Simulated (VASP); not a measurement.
# SiC in VASP: single point with PBE+D3(BJ)

Aim: the single point of SiC with PBE+D3(BJ).

Everything below comes from runs of VASP 6.6.1. Logs are shortened: lines on timing, memory, paths and dates and some standing lists are left out, and cuts for length are marked.

## Step 1: The cell of the first run

The cell holds a slab with vacuum, 8 atoms: a = 3.075 Å, b = 4.349 Å, c = 18.613 Å, α = 90.00°, β = 90.00°, γ = 90.00°.

## Step 2: Single point, PBE+D3(BJ)

File INCAR:

```
SYSTEM = SiC
PREC = Accurate
ENCUT = 520
EDIFF = 1E-6
ISMEAR = 0
SIGMA = 0.05
LREAL = .FALSE.
LASPH = .TRUE.
NELM = 60
ALGO = Normal
ISIF = 2
LWAVE = .FALSE.
LCHARG = .FALSE.
LDIPOL = .TRUE.
IDIPOL = 3
DIPOL = 0.5 0.5 0.499
GGA = PE
IVDW = 12
NBANDS = 26
```

File KPOINTS:

```
Automatic mesh
0
G
  9 6 1
  0 0 0
```

File POSCAR:

```
SiC
1.0
    3.0750204127      0.0000000000      0.0000000000
    0.0000000000      4.3487355722      0.0000000000
    0.0000000000      0.0000000000     18.6125306191
Si C
4 4
Direct
    0.5000000000      0.5000000000      0.3760907178
    0.0000000000      0.0000000000      0.4586969059
    0.5000000000      0.4975352802      0.5447273014
    0.0000000000     -0.0498868132      0.6112191608
    0.0000000000      0.2500000000      0.3760907178
    0.5000000000      0.7500000000      0.4586969059
    0.0000000000      0.2553345372      0.5431906512
    0.5000000000      0.7525454058      0.6245276471
```

Potentials or basis: VASP PAW PBE potentials, release 64 (Si, C).

Run with:

```bash
cat potpaw_PBE.64/Si/POTCAR potpaw_PBE.64/C/POTCAR > POTCAR
mpirun -np 1 vasp_std > vasp.out
```

OUTCAR:

```text
SYSTEM = SiC
   PREC = Accurate
   ENCUT = 520
   EDIFF = 1E-6
   ISMEAR = 0
   LREAL = .FALSE.
   LASPH = .TRUE.
   NELM = 60
   ISIF = 2
   GGA = PE
   IVDW = 12
 IVDW          = 12

 ion  position               nearest neighbor table
   1  0.500  0.500  0.376-   6 1.88   5 1.88   5 1.88   2 3.08   2 3.08   2 3.08   2 3.08   3 3.14

   2  0.000  0.000  0.459-   5 1.88   6 1.88   6 1.88   7 1.93   4 2.85   1 3.08   1 3.08   1 3.08
                             1 3.08   3 3.10   3 3.10   3 3.11   3 3.11
   3  0.500  0.498  0.545-   8 1.85   7 1.86   7 1.86   6 1.94   4 2.79   4 2.79   4 3.09   4 3.09
                             2 3.10   2 3.10   2 3.11   2 3.11   1 3.14
   4  0.000  0.950  0.611-   8 1.78   8 1.78   7 1.83   3 2.79   3 2.79   2 2.85   3 3.09   3 3.09

   5  0.000  0.250  0.376-   2 1.88   1 1.88   1 1.88
   6  0.500  0.750  0.459-   1 1.88   2 1.88   2 1.88   3 1.94
   7  0.000  0.255  0.543-   4 1.83   3 1.86   3 1.86   2 1.93
   8  0.500  0.753  0.625-   4 1.78   4 1.78   3 1.85

  LATTYP: Found a simple orthorhombic cell.
 ALAT       =     3.0750204127
 B/A-ratio  =     1.4142135624
 C/A-ratio  =     6.0528153056

  Lattice vectors:

 A1 = (   3.0750204127,   0.0000000000,   0.0000000000)
 A2 = (   0.0000000000,   4.3487355722,   0.0000000000)
 A3 = (   0.0000000000,   0.0000000000,  18.6125306191)

Analysis of symmetry for initial positions (statically):
=====================================================================
 Subroutine PRICEL returns:
 Original cell was already a primitive cell.

 Routine SETGRP: Setting up the symmetry group for a
 simple orthorhombic supercell.

 Subroutine GETGRP returns: Found  2 space group operations
 (whereof  2 operations were pure point group operations)
 out of a pool of  8 trial point group operations.

The static configuration has the point symmetry C_1h.

Analysis of symmetry for dynamics (positions and initial velocities):
=====================================================================
 Subroutine PRICEL returns:
 Original cell was already a primitive cell.

 Routine SETGRP: Setting up the symmetry group for a
 simple orthorhombic supercell.

 Subroutine GETGRP returns: Found  2 space group operations
 (whereof  2 operations were pure point group operations)
 out of a pool of  8 trial point group operations.

The dynamic configuration has the point symmetry C_1h.

 Subroutine INISYM returns: Found  2 space group operations
 (whereof  2 operations are pure point group operations),
 and found     1 'primitive' translations

----------------------------------------------------------------------------------------

                                     Primitive cell

  volume of cell :     248.8951

  direct lattice vectors                    reciprocal lattice vectors
     3.075020413  0.000000000  0.000000000     0.325201093  0.000000000  0.000000000
     0.000000000  4.348735572  0.000000000     0.000000000  0.229951898  0.000000000
     0.000000000  0.000000000 18.612530619     0.000000000  0.000000000  0.053727245

  length of vectors
     3.075020413  4.348735572 18.612530619     0.325201093  0.229951898  0.053727245

  position of ions in fractional coordinates (direct lattice)
     0.500000000  0.500000000  0.376090718
     0.000000000  0.000000000  0.458696906
     0.500000000  0.497535280  0.544727301
     0.000000000  0.950113187  0.611219161
     0.000000000  0.250000000  0.376090718
     0.500000000  0.750000000  0.458696906
     0.000000000  0.255334537  0.543190651
     0.500000000  0.752545406  0.624527647

  ion indices of the primitive-cell ions
   primitive index   ion index
                 1           1
                 2           2
                 3           3
                 4           4
                 5           5
                 6           6
                 7           7
                 8           8

----------------------------------------------------------------------------------------

 KPOINTS: Automatic mesh

Automatic generation of k-mesh.
 Grid dimensions read from file:
 generate k-points for:    9    6    1

 Generating k-lattice:

  Cartesian coordinates                     Fractional coordinates (reciprocal lattice)
     0.036133455  0.000000000  0.000000000     0.111111111  0.000000000  0.000000000
     0.000000000  0.038325316  0.000000000     0.000000000  0.166666667  0.000000000
     0.000000000  0.000000000  0.053727245     0.000000000  0.000000000  1.000000000

  Length of vectors
     0.036133455  0.038325316  0.053727245

  Shift w.r.t. Gamma in fractional coordinates (k-lattice)
     0.000000000  0.000000000  0.000000000

 Subroutine IBZKPT returns following result:
 ===========================================

 Found     20 irreducible k-points:

 Following reciprocal coordinates:
            Coordinates               Weight
  0.000000  0.000000  0.000000      1.000000
  0.111111  0.000000  0.000000      2.000000
  0.222222  0.000000  0.000000      2.000000
  0.333333  0.000000  0.000000      2.000000
  0.444444  0.000000  0.000000      2.000000
  0.000000  0.166667  0.000000      2.000000
[... 12 lines left out ...]
  0.333333  0.500000  0.000000      2.000000
  0.444444  0.500000  0.000000      2.000000
   k-points           NKPTS =     20   k-points in BZ     NKDIM =     20   number of bands    NBANDS=     26
   number of dos      NEDOS =    301   number of ions     NIONS =      8
   total plane-waves  NPLWV = 107520
   dimension x,y,z NGX =    24 NGY =   32 NGZ =  140
   dimension x,y,z NGXF=    48 NGYF=   64 NGZF=  280
   ions per type =               4   4
   NGX,Y,Z   is equivalent  to a cutoff of  12.98, 12.23, 12.50 a.u.
   NGXF,Y,Z  is equivalent  to a cutoff of  25.95, 24.47, 25.01 a.u.
 SYSTEM =  SiC
   PREC   = accura    normal or accurate (medium, high low for compatibility)
   ISTART =      0    job   : 0-new  1-cont  2-samecut
   ICHARG =      2    charge: 1-file 2-atom 10-const
   ISPIN  =      1    spin polarized calculation?
   LNONCOLLINEAR =      F non collinear calculations
   LSORBIT =      F    spin-orbit coupling
   LASPH  =      T    aspherical Exc in radial PAW
   ENCUT  =  520.0 eV  38.22 Ry    6.18 a.u.   5.72  8.09 34.61*2*pi/ulx,y,z
   NELM   =     60;   NELMIN=  2; NELMDL= -5     # of ELM steps
   EDIFF  = 0.1E-05   stopping-criterion for ELM
   LREAL  =      F    real-space projection
   EDIFFG = 0.1E-04   stopping-criterion for IOM
   NSW    =      0    number of steps for IOM
   IBRION =     -1    ionic relax: 0-MD 1-quasi-New 2-CG
   NFREE  =      0    steps in history (QN), initial steepest desc. (CG)
   ISIF   =      2    stress and relaxation
   ISYM   =      2    0-nonsym 1-usesym 2-fastsym
   POTIM  = 0.5000    time-step for ionic-motion
   TEBEG  =    0.0;   TEEND  =   0.0 temperature during run
   PSTRESS=    0.0 pullay stress
   NELECT =      32.0000    total number of electrons
   NUPDOWN=      -1.0000    fix difference up-down
   EMIN   =  10.00;   EMAX   =-10.00  energy-range for DOS
   EFERMI =   0.00;   METHOD = LEGACY
   ISMEAR =     0;   SIGMA  =   0.05  broadening in eV -4-tet -1-fermi 0-gaus
   EFERMI_NEDOS =   21; number of points for ismear=-14 and -15
   IALGO  =     38    algorithm
   IMIX   =      4    mixing-type and parameters
     AMIX     =   0.40;   BMIX     =  1.00
     AMIX_MAG =   1.60;   BMIX_MAG =  1.00
  volume/ion in A,a.u.               =      31.11       209.95
  Fermi-wavevector in a.u.,A,eV,Ry     =   0.826265  1.561414  9.288885  0.682714
  Thomas-Fermi vector in A             =   1.938267
   LORBIT       =      0    0 simple, 1 ext, 2 COOP (PROOUT), +10 PAW based schemes
   GGA     = PE    functional components
   LHFCALC =     F    Hartree Fock is set to
   AEXX    =    0.0000 exact exchange contribution
   IVDW    =    12    specifies the selected vdW correction
   LEPSILON=     F    determine dielectric tensor
   LRPA    =     F    only Hartree local field effects (RPA)
 non-spin polarized calculation
 Gauss-broadening in eV      SIGMA  =   0.05
  energy-cutoff  :      520.00
  volume of cell :      248.90
 maximum number of plane-waves:      6748
 NGX is ok and might be reduce to    24
   NGX = 11   NGY = 17   NGZ = 69

 dipolmoment           0.000000      0.000000     -0.000003 electrons x Angstroem

 number of electron      31.9999999 magnetization

 dipolmoment           0.000000      0.000000      0.008695 electrons x Angstroem

 Free energy of the ion-electron system (eV)
  ---------------------------------------------------
  ext. energy  EPLUGINS =         0.00000000
  ---------------------------------------------------
  free energy    TOTEN  =       -54.73986937 eV

  energy without entropy =      -54.73982406  energy(sigma->0) =      -54.73984672

 E-fermi :  -0.4677     XC(G=0):  -4.7407

 val. band max:       -0.5665709356   @ k =   0.3333   0.5000   0.0000
 cond. band min:      -0.3696553202   @ k =   0.4444   0.0000   0.0000
 fundamental gap:      0.1969156154
 Fermi energy:        -0.4676736581

 k-point     1 :       0.0000    0.0000    0.0000
  band No.  band energies     occupation
      1     -16.1498      2.00000
      2     -14.2720      2.00000
      3     -12.0737      2.00000
      4     -11.3296      2.00000
      5      -8.6101      2.00000
      6      -7.3021      2.00000
[... 18 lines left out ...]
     25       5.8551      0.00000
     26       6.0421      0.00000

 k-point     2 :       0.1111    0.0000    0.0000
  band No.  band energies     occupation
      1     -15.9894      2.00000
      2     -14.1175      2.00000
      3     -11.9555      2.00000
      4     -11.2527      2.00000
      5      -8.5021      2.00000
      6      -7.2703      2.00000
[... 18 lines left out ...]
     25       5.7750      0.00000
[... 492 lines left out ...]
     25       6.8287      0.00000
     26       7.0988      0.00000

 k-point    20 :       0.4444    0.5000    0.0000
  band No.  band energies     occupation
      1     -12.8166      2.00000
      2     -12.6951      2.00000
      3     -11.5769      2.00000
      4     -10.9229      2.00000
      5      -9.4751      2.00000
      6      -8.9874      2.00000
[... 18 lines left out ...]
     25       6.4072      0.00000
     26       7.3051      0.00000

------------------------ aborting loop because EDIFF is reached ----------------------------------------

 vacuum level on the upper side and lower side of the slab       (xc-potential included)        -0.048        -0.177

 Edisp (eV)   -1.71680

 E8    (eV) :    -0.6730

  FORCE on cell =-STRESS in cart. coord.  units (eV):
  Direction    XX          YY          ZZ          XY          YZ          ZX
  --------------------------------------------------------------------------------------
  -------------------------------------------------------------------------------------
  Total       0.18878    -2.46700    -2.04371     0.00000     1.48015     0.00000
  in kB       1.21521   -15.88049   -13.15569     0.00000     9.52794     0.00000
  external pressure =       -9.27 kB  Pullay stress =        0.00 kB

 VOLUME and BASIS-vectors are now :
 -----------------------------------------------------------------------------
  energy-cutoff  :      520.00
  volume of cell :      248.90
      direct lattice vectors                 reciprocal lattice vectors
     3.075020413  0.000000000  0.000000000     0.325201093  0.000000000  0.000000000
     0.000000000  4.348735572  0.000000000     0.000000000  0.229951898  0.000000000
     0.000000000  0.000000000 18.612530619     0.000000000  0.000000000  0.053727245

 POSITION                                       TOTAL-FORCE (eV/Angst)
 -----------------------------------------------------------------------------------
      1.53751      2.17437      7.00000         0.000000     -2.708208      1.890174
      0.00000      0.00000      8.53751         0.000000      0.305778     -1.115034
      1.53751      2.16365     10.13875         0.000000      0.002591      0.000376
      0.00000      4.13179     11.37634         0.000000     -0.008880     -0.011255
      0.00000      1.08718      7.00000         0.000000      1.750289     -0.601894
      1.53751      3.26155      8.53751         0.000000      0.647546     -0.165436
      0.00000      1.11038     10.11015         0.000000      0.003786     -0.001248
      1.53751      3.27262     11.62404         0.000000      0.007099      0.004316
 -----------------------------------------------------------------------------------
    total drift:                                0.000000     -0.000056     -0.000147

  FREE ENERGIE OF THE ION-ELECTRON SYSTEM (eV)
  ---------------------------------------------------
  free  energy   TOTEN  =       -56.4566689933 eV

  energy  without entropy=      -56.4566236800  energy(sigma->0) =      -56.45664634

 vacuum level on the upper side and lower side of the slab         4.573         4.435
```

Wall time 88 s (1 thread of Intel Xeon 6975P-C (Granite Rapids), shared host); peak memory 0.36 GiB.

Results:

| Quantity | Value |
| --- | --- |
| Free energy | -56.4567 eV |
| Largest force | 3.303 eV/Å |
| Band gap on the k mesh | 0.20 eV, indirect (least direct gap 0.52 eV) |
| Dispersion energy per atom | -0.215 eV |

Forces in eV/Å, atoms in the order of the input:
```
Si   0.000 -2.708  1.890
Si   0.000  0.306 -1.115
Si   0.000  0.003  0.000
Si   0.000 -0.009 -0.011
C    0.000  1.750 -0.602
C    0.000  0.648 -0.165
C    0.000  0.004 -0.001
C    0.000  0.007  0.004
```
